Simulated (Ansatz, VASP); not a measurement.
# Two plane-wave programs on Bi2Te

INCAR

```
PREC = Accurate
ENCUT = 600
EDIFF = 1E-6
ISMEAR = 0
SIGMA = 0.1
LREAL = F
LASPH = T
NELM = 80
ALGO = Fast
ISIF = 3
LWAVE = F
LCHARG = F
GGA = PE
IBRION = 2
NSW = 90
EDIFFG = -0.04
```

KPOINTS

```
regular mesh
0
Gamma
  3 3 6
```

Contents of POSCAR:

```
Bi2Te
1.0
   10.5393057315      0.0000000000      0.0000000000
   -5.2696528657      9.1273065017      0.0000000000
    0.0000000000      0.0000000000      3.0940434018
Bi Te
4 2
Direct
    0.0000000000      0.0000000000      0.0000000000
    0.5000000000      0.0000000000      0.5000000000
    0.0000000000      0.5000000000      0.5000000000
    0.5000000000      0.5000000000      0.5000000000
    0.3333333333      0.6666666667      0.5000000000
    0.6666666667      0.3333333333      0.5000000000
```

Input for Ansatz:

```yaml
crystal:
  lattice:
    - [10.5393057315, 0.0, 0.0]
    - [-5.2696528657, 9.1273065017, 0.0]
    - [0.0, 0.0, 3.0940434018]
  atoms:
    - { symbol: Bi, position: [0.0, 0.0, 0.0] }
    - { symbol: Bi, position: [0.5, 0.0, 0.5] }
    - { symbol: Bi, position: [0.0, 0.5, 0.5] }
    - { symbol: Bi, position: [0.5, 0.5, 0.5] }
    - { symbol: Te, position: [0.3333333333, 0.6666666667, 0.5] }
    - { symbol: Te, position: [0.6666666667, 0.3333333333, 0.5] }
basis:
  ecutwfc: 420
kpoints:
  mp_grid: { grid: [3, 3, 6] }
hamiltonian:
  xc: pbe
scf:
  occupations: { method: gaussian, width: 0.1 }
  lower_state_search: "off"
output:
  forces: true
  stress: true
  eigenvalues: true
relax:
  adjacent_minimum: "off"
  f_tol: 0.04
  max_steps: 70
  cell: { stress_tol: 0.4 }
```

Alike in both runs: task relaxation of cell and atoms; functional PBE; k mesh 3 × 3 × 6; occupations gaussian, width 0.1 eV; no spin polarisation.

|  | VASP | Ansatz |
| --- | --- | --- |
| version | VASP 6.6.1 | Ansatz 0.2.0 |
| potentials or method | VASP PAW PBE potentials, release 64 (Bi_d, Te), cutoff 600 eV | scalar-relativistic, plane waves, PAW |
| valence electrons in the cell | 72 | 92 |

|  | VASP | Ansatz | Ansatz less VASP |
| --- | --- | --- | --- |
| gap on the k mesh at the Fermi level, each at its own relaxed structure (eV) | none | none | - |
| relaxed volume (Å³/atom) | 53.13 | 53.32 | +0.183 |
| relaxed length of the cell vector where the two differ most in proportion (Å) | 3.103 | 3.110 | +0.0075 |

A gap of «none» marks a metal or a gap that the smearing closes. VASP's potentials hold 72 valence electrons a cell and Ansatz's 92, so a difference there can come from the potentials and not from the codes.

Spin-orbit coupling is off throughout.
